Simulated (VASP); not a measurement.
# LiF (Fm-3m) in VASP: further runs

The runs below take LiF through single point, relaxation of cell and atoms, with LDA.

Program: VASP 6.6.1. These are calculated values, not measurements. Logs are shortened: lines on timing, memory, paths and dates and some standing lists are left out, and cuts for length are marked.

### 1 The cell of the first run

The structure is cubic, space group Fm-3m (No. 225). Conventional cell: a = 3.909 Å, b = 3.909 Å, c = 3.909 Å, α = 90.00°, β = 90.00°, γ = 90.00°. Within 2.6 Å of Li (site symmetry m-3m) lie 6 F at 1.95 Å. F (site symmetry m-3m) has 6 Li at 1.95 Å within 2.6 Å.

### 2 Single point, LDA

File INCAR:

```
SYSTEM = LiF
PREC = Accurate
ENCUT = 520
EDIFF = 1E-6
ISMEAR = -1
SIGMA = 0.1
LREAL = .FALSE.
LASPH = .TRUE.
NELM = 60
ALGO = Normal
ISIF = 2
LWAVE = .FALSE.
LCHARG = .TRUE.
LELF = .TRUE.
LVHAR = .TRUE.
NBANDS = 12
```

File KPOINTS:

```
regular mesh
0
G
  20 20 20
  0 0 0
```

File POSCAR:

```
LiF
1.0
    0.0000000000      1.9544663793      1.9544663793
    1.9544663793      0.0000000000      1.9544663793
    1.9544663793      1.9544663793      0.0000000000
Li F
1 1
Direct
    0.0000000000      0.0000000000      0.0000000000
    0.5000000000      0.5000000000      0.5000000000
```

Potentials or basis: VASP PAW LDA potentials, release 64 (Li_sv, F).

Command:

```
cat potpaw_LDA.64/Li_sv/POTCAR potpaw_LDA.64/F/POTCAR > POTCAR
mpirun -np 1 vasp_std > vasp.out
```

OUTCAR:

```text
SYSTEM = LiF
   PREC = Accurate
   ENCUT = 520
   EDIFF = 1E-6
   ISMEAR = -1
   LREAL = .FALSE.
   LASPH = .TRUE.
   NELM = 60
   ISIF = 2

 ion  position               nearest neighbor table
   1  0.000  0.000  0.000-   2 1.95   2 1.95   2 1.95   2 1.95   2 1.95   2 1.95
   2  0.500  0.500  0.500-   1 1.95   1 1.95   1 1.95   1 1.95   1 1.95   1 1.95

  LATTYP: Found a face centered cubic cell.
 ALAT       =     3.9089327586

  Lattice vectors:

 A1 = (   0.0000000000,   1.9544663793,   1.9544663793)
 A2 = (   1.9544663793,   0.0000000000,   1.9544663793)
 A3 = (   1.9544663793,   1.9544663793,   0.0000000000)

Analysis of symmetry for initial positions (statically):
=====================================================================
 Subroutine PRICEL returns:
 Original cell was already a primitive cell.

 Routine SETGRP: Setting up the symmetry group for a
 face centered cubic supercell.

 Subroutine GETGRP returns: Found 48 space group operations
 (whereof 48 operations were pure point group operations)
 out of a pool of 48 trial point group operations.

The static configuration has the point symmetry O_h .

Analysis of symmetry for dynamics (positions and initial velocities):
=====================================================================
 Subroutine PRICEL returns:
 Original cell was already a primitive cell.

 Routine SETGRP: Setting up the symmetry group for a
 face centered cubic supercell.

 Subroutine GETGRP returns: Found 48 space group operations
 (whereof 48 operations were pure point group operations)
 out of a pool of 48 trial point group operations.

The dynamic configuration has the point symmetry O_h .

 Subroutine INISYM returns: Found 48 space group operations
 (whereof 48 operations are pure point group operations),
 and found     1 'primitive' translations

----------------------------------------------------------------------------------------

                                     Primitive cell

  volume of cell :      14.9319

  direct lattice vectors                    reciprocal lattice vectors
     0.000000000  1.954466379  1.954466379    -0.255824303  0.255824303  0.255824303
     1.954466379  0.000000000  1.954466379     0.255824303 -0.255824303  0.255824303
     1.954466379  1.954466379  0.000000000     0.255824303  0.255824303 -0.255824303

  length of vectors
     2.764032861  2.764032861  2.764032861     0.443100691  0.443100691  0.443100691

  position of ions in fractional coordinates (direct lattice)
     0.000000000  0.000000000  0.000000000
     0.500000000  0.500000000  0.500000000

  ion indices of the primitive-cell ions
   primitive index   ion index
                 1           1
                 2           2

----------------------------------------------------------------------------------------

 KPOINTS: regular mesh

Automatic generation of k-mesh.
 Grid dimensions read from file:
 generate k-points for:   20   20   20

 Generating k-lattice:

  Cartesian coordinates                     Fractional coordinates (reciprocal lattice)
    -0.012791215  0.012791215  0.012791215     0.050000000  0.000000000  0.000000000
     0.012791215 -0.012791215  0.012791215     0.000000000  0.050000000  0.000000000
     0.012791215  0.012791215 -0.012791215     0.000000000  0.000000000  0.050000000

  Length of vectors
     0.022155035  0.022155035  0.022155035

  Shift w.r.t. Gamma in fractional coordinates (k-lattice)
     0.000000000  0.000000000  0.000000000

 Subroutine IBZKPT returns following result:
 ===========================================

 Found    256 irreducible k-points:

 Following reciprocal coordinates:
            Coordinates               Weight
  0.000000  0.000000  0.000000      1.000000
  0.050000  0.000000  0.000000      8.000000
  0.100000  0.000000  0.000000      8.000000
  0.150000  0.000000  0.000000      8.000000
  0.200000  0.000000  0.000000      8.000000
  0.250000  0.000000  0.000000      8.000000
[... 16 lines left out ...]
 -0.400000  0.050000  0.000000     24.000000
 -0.350000  0.050000  0.000000     24.000000
 [... further k-points ...]
   k-points           NKPTS =    256   k-points in BZ     NKDIM =    256   number of bands    NBANDS=     12
   number of dos      NEDOS =    301   number of ions     NIONS =      2
   total plane-waves  NPLWV =  13824
   dimension x,y,z NGX =    24 NGY =   24 NGZ =   24
   dimension x,y,z NGXF=    48 NGYF=   48 NGZF=   48
   ions per type =               1   1
   NGX,Y,Z   is equivalent  to a cutoff of  14.44, 14.44, 14.44 a.u.
   NGXF,Y,Z  is equivalent  to a cutoff of  28.87, 28.87, 28.87 a.u.
 SYSTEM =  LiF
   PREC   = accura    normal or accurate (medium, high low for compatibility)
   ISTART =      0    job   : 0-new  1-cont  2-samecut
   ICHARG =      2    charge: 1-file 2-atom 10-const
   ISPIN  =      1    spin polarized calculation?
   LNONCOLLINEAR =      F non collinear calculations
   LSORBIT =      F    spin-orbit coupling
   LASPH  =      T    aspherical Exc in radial PAW
   ENCUT  =  520.0 eV  38.22 Ry    6.18 a.u.   5.14  5.14  5.14*2*pi/ulx,y,z
   NELM   =     60;   NELMIN=  2; NELMDL= -5     # of ELM steps
   EDIFF  = 0.1E-05   stopping-criterion for ELM
   LREAL  =      F    real-space projection
   EDIFFG = 0.1E-04   stopping-criterion for IOM
   NSW    =      0    number of steps for IOM
   IBRION =     -1    ionic relax: 0-MD 1-quasi-New 2-CG
   NFREE  =      0    steps in history (QN), initial steepest desc. (CG)
   ISIF   =      2    stress and relaxation
   ISYM   =      2    0-nonsym 1-usesym 2-fastsym
   POTIM  = 0.5000    time-step for ionic-motion
   TEBEG  =    0.0;   TEEND  =   0.0 temperature during run
   PSTRESS=    0.0 pullay stress
   NELECT =      10.0000    total number of electrons
   NUPDOWN=      -1.0000    fix difference up-down
   EMIN   =  10.00;   EMAX   =-10.00  energy-range for DOS
   EFERMI =   0.00;   METHOD = LEGACY
   ISMEAR =    -1;   SIGMA  =   0.10  broadening in eV -4-tet -1-fermi 0-gaus
   EFERMI_NEDOS =   21; number of points for ismear=-14 and -15
   IALGO  =     38    algorithm
   IMIX   =      4    mixing-type and parameters
     AMIX     =   0.40;   BMIX     =  1.00
     AMIX_MAG =   1.60;   BMIX_MAG =  1.00
  volume/ion in A,a.u.               =       7.47        50.38
  Fermi-wavevector in a.u.,A,eV,Ry     =   1.432309  2.706671 27.912464  2.051508
  Thomas-Fermi vector in A             =   2.551950
   LORBIT       =      0    0 simple, 1 ext, 2 COOP (PROOUT), +10 PAW based schemes
   GGA     = CA    functional components
   LHFCALC =     F    Hartree Fock is set to
   AEXX    =    0.0000 exact exchange contribution
   IVDW    =     0    specifies the selected vdW correction
   LEPSILON=     F    determine dielectric tensor
   LRPA    =     F    only Hartree local field effects (RPA)
 non-spin polarized calculation
  energy-cutoff  :      520.00
  volume of cell :       14.93
 maximum number of plane-waves:       415
 NGX is ok and might be reduce to    24
   NGX = 11   NGY = 11   NGZ = 11

 number of electron      10.0000006 magnetization

 Free energy of the ion-electron system (eV)
  ---------------------------------------------------
  ext. energy  EPLUGINS =         0.00000000
  ---------------------------------------------------
  free energy    TOTEN  =       -10.50032877 eV

  energy without entropy =      -10.50032877  energy(sigma->0) =      -10.50032877

 E-fermi :   1.6446     XC(G=0): -11.1263

 val. band max:       -0.7073185301   @ k =  -0.0500   0.0500   0.0000
 cond. band min:       8.9804220993   @ k =   0.0000   0.0000   0.0000
 fundamental gap:      9.6877406294
 Fermi energy:         1.6445531722

 k-point     1 :       0.0000    0.0000    0.0000
  band No.  band energies     occupation
      1     -40.3022      2.00000
      2     -20.5381      2.00000
      3      -0.7091      2.00000
      4      -0.7091      2.00000
      5      -0.7091      2.00000
      6       8.9804      0.00000
      7      23.9195      0.00000
      8      23.9195      0.00000
      9      23.9195      0.00000
     10      24.0841      0.00000
     11      24.0841      0.00000
     12      24.0841      0.00000

 k-point     2 :       0.0500    0.0000    0.0000
  band No.  band energies     occupation
      1     -40.2996      2.00000
      2     -20.5264      2.00000
      3      -0.7934      2.00000
      4      -0.7160      2.00000
      5      -0.7160      2.00000
      6       9.0560      0.00000
      7      22.5253      0.00000
      8      23.2944      0.00000
      9      23.2944      0.00000
     10      24.6314      0.00000
     11      24.6314      0.00000
     12      24.8922      0.00000

 k-point     3 :       0.1000    0.0000    0.0000
  band No.  band energies     occupation
      1     -40.2924      2.00000
      2     -20.4924      2.00000
      3      -1.0316      2.00000
      4      -0.7359      2.00000
      5      -0.7359      2.00000
      6       9.2599      0.00000
      7      20.9694      0.00000
      8      22.5143      0.00000
      9      22.5143      0.00000
     10      25.2363      0.00000
     11      25.2363      0.00000
     12      25.3697      0.00000
[... 286 lines left out ...]
 k-point    23 :      -0.4000    0.0500    0.0000
  band No.  band energies     occupation
      1     -40.2066      2.00000
      2     -20.0510      2.00000
      3      -3.3919      2.00000
      4      -1.0715      2.00000
      5      -0.9418      2.00000
      6      10.3032      0.00000
      7      16.6156      0.00000
      8      18.6144      0.00000
      9      18.7058      0.00000
     10      29.7378      0.00000
     11      30.3369      0.00000
     12      31.0869      0.00000

 k-point    24 :      -0.3500    0.0500    0.0000
  band No.  band energies     occupation
      1     -40.2165      2.00000
      2     -20.1058      2.00000
      3      -3.1431      2.00000
      4      -1.0581      2.00000
      5      -0.9006      2.00000
      6      10.3437      0.00000
      7      16.6708      0.00000
      8      18.9224      0.00000
      9      19.0005      0.00000
     10      28.8242      0.00000
     11      29.3045      0.00000
     12      30.6159      0.00000

 [... further k-points ...]
[... 5 lines left out ...]
  --------------------------------------------------------------------------------------
  -------------------------------------------------------------------------------------
  Total       -0.0213428     -0.0213428     -0.0213428     -0.0000000      0.0000000      0.0000000
  in kB       -2.2900611     -2.2900611     -2.2900611     -0.0000000      0.0000000      0.0000000
  external PRESSURE =      -2.2900611 kB  Pullay stress =       0.0000000 kB

 VOLUME and BASIS-vectors are now :
 -----------------------------------------------------------------------------
  energy-cutoff  :      520.00
  volume of cell :       14.93
      direct lattice vectors                 reciprocal lattice vectors
     0.000000000  1.954466379  1.954466379    -0.255824303  0.255824303  0.255824303
     1.954466379  0.000000000  1.954466379     0.255824303 -0.255824303  0.255824303
     1.954466379  1.954466379  0.000000000     0.255824303  0.255824303 -0.255824303

 POSITION                                       TOTAL-FORCE (eV/Angst)
 -----------------------------------------------------------------------------------
      0.00000      0.00000      0.00000         0.000000      0.000000     -0.000000
      1.95447      1.95447      1.95447        -0.000000     -0.000000      0.000000
 -----------------------------------------------------------------------------------
    total drift:                               -0.000000     -0.000000      0.000000

  FREE ENERGIE OF THE ION-ELECTRON SYSTEM (eV)
  ---------------------------------------------------
  free  energy   TOTEN  =       -10.5003287667 eV

  energy  without entropy=      -10.5003287667  energy(sigma->0) =      -10.50032877
```

Wall time 50 s (1 thread of Intel Xeon 8259CL, shared host); peak memory 0.15 GiB.

What came out:

| Item | Value |
| --- | --- |
| Free energy | -10.5003 eV |
| Band gap on the k mesh | 9.69 eV |

Levels at points of the mesh, in eV from the valence-band top:
| k point | band 3 | band 4 | band 5 | band 6 | band 7 | band 8 |
| --- | --- | --- | --- | --- | --- | --- |
| (0.00, 0.00, 0.00) | 0.00 | 0.00 | 0.00 | 9.69 | 24.63 | 24.63 |
| (0.50, 0.00, 0.00) | -2.86 | -0.27 | -0.27 | 10.84 | 17.46 | 19.11 |
| (0.50, 0.50, 0.00) | -3.54 | -1.18 | -1.18 | 15.27 | 16.44 | 18.27 |

Caveat: the cutoff is under 1.25 times the usual one of these potentials, so pressure, stress and relaxed cells hold a basis-set (Pulay) error. A k mesh can miss the band edges.

### 3 Relaxation of cell and atoms, LDA

This run uses another cell than the first one, of 8.17 Å³/atom.

File INCAR:

```
PREC = Accurate ; ENCUT = 600
EDIFF = 1E-7 ; ISMEAR = -1
SIGMA = 0.1 ; LREAL = False
LASPH = True ; NELM = 100
ALGO = Normal ; ISIF = 3
LWAVE = False ; LCHARG = False
IBRION = 2 ; NSW = 100
EDIFFG = -0.002
```

File KPOINTS:

```
Automatic mesh
0
Gamma
  20 20 20
```

File POSCAR:

```
LiF
1.0
    0.0000000000      2.0140000000      2.0140000000
    2.0140000000      0.0000000000      2.0140000000
    2.0140000000      2.0140000000      0.0000000000
Li F
1 1
Direct
    0.0000000000      0.0000000000      0.0000000000
    0.5000000000      0.5000000000      0.5000000000
```

Potentials or basis: VASP PAW LDA potentials, release 64 (Li_sv, F).

Command:

```
cat potpaw_LDA.64/Li_sv/POTCAR potpaw_LDA.64/F/POTCAR > POTCAR
mpirun -np 1 vasp_std > vasp.out
```

Wall time 2.2 min (1 thread of Intel Xeon 8259CL, shared host); peak memory 0.16 GiB.

The run converged. Its results:

| Item | Value |
| --- | --- |
| Free energy | -10.5107 eV |
| Relaxed volume | 7.40 Å³/atom |
| Relaxed cell | a = 2.755 Å, b = 2.755 Å, c = 2.755 Å, α = 60.00°, β = 60.00°, γ = 60.00° |
| Space group after relaxing (to 0.1 Å) | Fm-3m (No. 225) |
| Energy gained by relaxing | 18.5 meV/atom |
| Ionic steps | 4 |
| Pressure after relaxing | 0.0 GPa |
| Band gap on the k mesh | 9.78 eV |

The path:
```csv
step,energy change (eV),largest force (eV/Å),pressure (GPa),volume (Å³)
1,0.0000,0.0000,-7.04,16.34
2,-0.0284,0.0000,-3.72,15.50
3,-0.0370,0.0000,-0.40,14.86
4,-0.0371,0.0000,0.02,14.79
```

Final structure:
```
Li F
1.0
     0.00000    1.94826    1.94826
     1.94826    0.00000    1.94826
     1.94826    1.94826    0.00000
Li F
1 1
Direct
  0.00000 0.00000 0.00000
  0.50000 0.50000 0.50000
```

Levels at points of the mesh, in eV from the valence-band top:
| k point | band 2 | band 3 | band 4 | band 5 | band 6 | band 7 | band 8 | band 9 |
| --- | --- | --- | --- | --- | --- | --- | --- | --- |
| (0.00, 0.00, 0.00) | -19.86 | 0.00 | 0.00 | 0.00 | 9.78 | 24.76 | 24.76 | 24.76 |
| (0.50, 0.00, 0.00) | -19.34 | -2.90 | -0.27 | -0.27 | 10.90 | 17.58 | 19.19 | 19.19 |
| (0.50, 0.50, 0.00) | -18.96 | -3.58 | -1.19 | -1.19 | 15.37 | 16.48 | 18.38 | 20.94 |

Caveat: the cutoff is under 1.25 times the usual one of these potentials, so pressure, stress and relaxed cells hold a basis-set (Pulay) error.
